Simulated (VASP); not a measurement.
# CsI in VASP: further runs, part 2 of 2

VASP 6.6.1.

## (3) Electric field gradients, LDA (equal xx and yy strain of -2 %)

INCAR reads:

```
ALGO     = Normal         # electronic algorithm
EDIFF    = 1E-8           # SCF threshold, eV
ENCUT    = 400            # plane-wave cutoff, eV
GGA      = CA             # functional
GGA_COMPAT= F            
ISIF     = 2              # what is computed and relaxed
ISMEAR   = -1             # smearing method
LASPH    = T              # aspherical terms in the spheres
LCHARG   = F              # write CHGCAR
LEFG     = T            
LREAL    = F              # projectors in reciprocal space
LWAVE    = F              # write WAVECAR
NBANDS   = 15             # bands
NELM     = 120            # most SCF steps
PREC     = Accurate       # precision mode
SIGMA    = 0.01           # smearing width, eV
```

KPOINTS reads:

```
k-points
0
Gamma
  7 7 7
```

POSCAR reads:

```
CsI
1.0
    4.4753660000      0.0000000000      0.0000000000
    0.0000000000      4.4753660000      0.0000000000
    0.0000000000      0.0000000000      4.5667000000
Cs I
1 1
Direct
    0.0000000000      0.0000000000      0.0000000000
    0.5000000000      0.5000000000      0.5000000000
```

Potentials or basis: VASP PAW LDA potentials, release 64 (Cs_sv, I).

Started as:

```sh
cat potpaw_LDA.64/Cs_sv/POTCAR potpaw_LDA.64/I/POTCAR > POTCAR
mpirun -np 1 vasp_std > vasp.out
```

OUTCAR:

```text
EDIFF = 1E-8
   ENCUT = 400
   GGA = CA
   ISIF = 2
   ISMEAR = -1
   LASPH = T
   LREAL = F
   NELM = 120
   PREC = Accurate

 ion  position               nearest neighbor table
   1  0.000  0.000  0.000-
   2  0.500  0.500  0.500-

  LATTYP: Found a simple tetragonal cell.
 ALAT       =     4.4753660000
 C/A-ratio  =     1.0204081633

  Lattice vectors:

 A1 = (   4.4753660000,   0.0000000000,   0.0000000000)
 A2 = (   0.0000000000,   4.4753660000,   0.0000000000)
 A3 = (   0.0000000000,   0.0000000000,   4.5667000000)

Analysis of symmetry for initial positions (statically):
=====================================================================
 Subroutine PRICEL returns:
 Original cell was already a primitive cell.

 Routine SETGRP: Setting up the symmetry group for a
 simple tetragonal supercell.

 Subroutine GETGRP returns: Found 16 space group operations
 (whereof 16 operations were pure point group operations)
 out of a pool of 16 trial point group operations.

The static configuration has the point symmetry D_4h.

Analysis of symmetry for dynamics (positions and initial velocities):
=====================================================================
 Subroutine PRICEL returns:
 Original cell was already a primitive cell.

 Routine SETGRP: Setting up the symmetry group for a
 simple tetragonal supercell.

 Subroutine GETGRP returns: Found 16 space group operations
 (whereof 16 operations were pure point group operations)
 out of a pool of 16 trial point group operations.

The dynamic configuration has the point symmetry D_4h.

 Subroutine INISYM returns: Found 16 space group operations
 (whereof 16 operations are pure point group operations),
 and found     1 'primitive' translations

----------------------------------------------------------------------------------------

                                     Primitive cell

  volume of cell :      91.4660

  direct lattice vectors                    reciprocal lattice vectors
     4.475366000  0.000000000  0.000000000     0.223445412  0.000000000  0.000000000
     0.000000000  4.475366000  0.000000000     0.000000000  0.223445412  0.000000000
     0.000000000  0.000000000  4.566700000     0.000000000  0.000000000  0.218976504

  length of vectors
     4.475366000  4.475366000  4.566700000     0.223445412  0.223445412  0.218976504

  position of ions in fractional coordinates (direct lattice)
     0.000000000  0.000000000  0.000000000
     0.500000000  0.500000000  0.500000000

  ion indices of the primitive-cell ions
   primitive index   ion index
                 1           1
                 2           2

----------------------------------------------------------------------------------------

 KPOINTS: k-points

Automatic generation of k-mesh.
 Grid dimensions read from file:
[... 75 lines left out ...]
   PSTRESS=    0.0 pullay stress
   NELECT =      16.0000    total number of electrons
   NUPDOWN=      -1.0000    fix difference up-down
   EMIN   =  10.00;   EMAX   =-10.00  energy-range for DOS
   EFERMI =   0.00;   METHOD = LEGACY
   ISMEAR =    -1;   SIGMA  =   0.01  broadening in eV -4-tet -1-fermi 0-gaus
   EFERMI_NEDOS =   21; number of points for ismear=-14 and -15
   IALGO  =     38    algorithm
   IMIX   =      4    mixing-type and parameters
     AMIX     =   0.40;   BMIX     =  1.00
     AMIX_MAG =   1.60;   BMIX_MAG =  1.00
  volume/ion in A,a.u.               =      45.73       308.62
  Fermi-wavevector in a.u.,A,eV,Ry     =   0.915577  1.730190 11.405513  0.838282
  Thomas-Fermi vector in A             =   2.040335
   LORBIT       =      0    0 simple, 1 ext, 2 COOP (PROOUT), +10 PAW based schemes
   GGA     = CA    functional components
   LHFCALC =     F    Hartree Fock is set to
   AEXX    =    0.0000 exact exchange contribution
   IVDW    =     0    specifies the selected vdW correction
   LEPSILON=     F    determine dielectric tensor
   LRPA    =     F    only Hartree local field effects (RPA)
 non-spin polarized calculation
  energy-cutoff  :      400.00
  volume of cell :       91.47
 maximum number of plane-waves:      1687
 NGX is ok and might be reduce to    30
   NGX = 15   NGY = 15   NGZ = 15

 number of electron      15.9999997 magnetization

 Free energy of the ion-electron system (eV)
  ---------------------------------------------------
  ext. energy  EPLUGINS =         0.00000000
  ---------------------------------------------------
  free energy    TOTEN  =        -6.16811991 eV

  energy without entropy =       -6.16811991  energy(sigma->0) =       -6.16811991

 E-fermi :   1.1281     XC(G=0):  -8.2459

 val. band max:        0.9117179773   @ k =   0.4286   0.0000   0.4286
 cond. band min:       4.5676335202   @ k =   0.0000   0.0000   0.0000
 fundamental gap:      3.6559155429
 Fermi energy:         1.1281114931

 k-point     1 :       0.0000    0.0000    0.0000
  band No.  band energies     occupation
      1     -19.3848      2.00000
      2      -9.8756      2.00000
      3      -6.0963      2.00000
      4      -6.0661      2.00000
      5      -6.0661      2.00000
      6       0.7652      2.00000
      7       0.8580      2.00000
      8       0.8580      2.00000
      9       4.5676      0.00000
     10       4.7967      0.00000
     11       4.8333      0.00000
     12       8.6183      0.00000
     13       8.6183      0.00000
     14       8.7797      0.00000
[... 401 lines left out ...]
      2      -9.7810      2.00000
      3      -6.4177      2.00000
      4      -6.2916      2.00000
      5      -5.9631      2.00000
      6      -0.3153      2.00000
      7       0.2019      2.00000
      8       0.8285      2.00000
      9       5.4733      0.00000
     10       6.1722      0.00000
     11       7.3446      0.00000
     12       7.7180      0.00000
     13       7.9847      0.00000
     14       9.1778      0.00000
     15       9.6847      0.00000

 [... further k-points ...]
[... 5 lines left out ...]
  --------------------------------------------------------------------------------------
  -------------------------------------------------------------------------------------
  Total       -0.4672309     -0.4672309     -0.6751911      0.0000000      0.0000000      0.0000000
  in kB       -8.1843194     -8.1843194    -11.8270840      0.0000000      0.0000000      0.0000000
  external PRESSURE =      -9.3985743 kB  Pullay stress =       0.0000000 kB

 VOLUME and BASIS-vectors are now :
 -----------------------------------------------------------------------------
  energy-cutoff  :      400.00
  volume of cell :       91.47
      direct lattice vectors                 reciprocal lattice vectors
     4.475366000  0.000000000  0.000000000     0.223445412  0.000000000  0.000000000
     0.000000000  4.475366000  0.000000000     0.000000000  0.223445412  0.000000000
     0.000000000  0.000000000  4.566700000     0.000000000  0.000000000  0.218976504

 POSITION                                       TOTAL-FORCE (eV/Angst)
 -----------------------------------------------------------------------------------
      0.00000      0.00000      0.00000         0.000000      0.000000      0.000000
      2.23768      2.23768      2.28335         0.000000      0.000000      0.000000
 -----------------------------------------------------------------------------------
    total drift:                                0.000000     -0.000000     -0.000000

  FREE ENERGIE OF THE ION-ELECTRON SYSTEM (eV)
  ---------------------------------------------------
  free  energy   TOTEN  =        -6.1681199138 eV

  energy  without entropy=       -6.1681199138  energy(sigma->0) =       -6.16811991

 Electric field gradients (V/A^2)
---------------------------------------------------------------------
 ion       V_xx      V_yy      V_zz      V_xy      V_xz      V_yz
---------------------------------------------------------------------
   1       3.928     3.928    -7.855     0.000    -0.000     0.000
   2      -6.600    -6.600    13.200     0.000    -0.000     0.000
---------------------------------------------------------------------

 Electric field gradients after diagonalization (V/A^2)
 (convention: |V_zz| > |V_xx| > |V_yy|)
----------------------------------------------------------------------
 ion       V_xx      V_yy      V_zz     asymmetry (V_yy - V_xx)/ V_zz
----------------------------------------------------------------------
   1       3.928     3.928    -7.855       0.000
   2      -6.600    -6.600    13.200       0.000
----------------------------------------------------------------------

           NMR quadrupolar parameters

 Cq : quadrupolar parameter    Cq=e*Q*V_zz/h
 eta: asymmetry parameters     (V_yy - V_xx)/ V_zz
 Q  : nuclear electric quadrupole moment in mb (millibarn)
----------------------------------------------------------------------
 ion       Cq(MHz)       eta       Q (mb)
----------------------------------------------------------------------
   1      -0.019       0.000       1.000
   2       0.032       0.000       1.000
----------------------------------------------------------------------
```

Run time: 26 s. Hardware: 1 thread of Intel Xeon Platinum 8259CL at 2.50GHz (Skylake/Cascade Lake), shared host; peak memory 0.16 GiB.

What came out:

- Free energy: -6.1681 eV
- Pressure: -0.9 GPa
- Band gap on the k mesh: 3.66 eV, indirect (least direct gap 3.71 eV)

Electric field gradients, principal values (V/Å²):
| atom | least | middle | greatest (by size) |
| --- | --- | --- | --- |
| 1 Cs | 3.928 | 3.928 | -7.855 |
| 2 I | -6.600 | -6.600 | 13.200 |

Caveat: the cell differs from its parent crystal (equal xx and yy strain of -2 %); without QUAD_EFG the Cq values of the log hold for a quadrupole moment of 1 mb, not for the nuclei; spin-orbit coupling is left out, which moves the levels of the heavy elements.
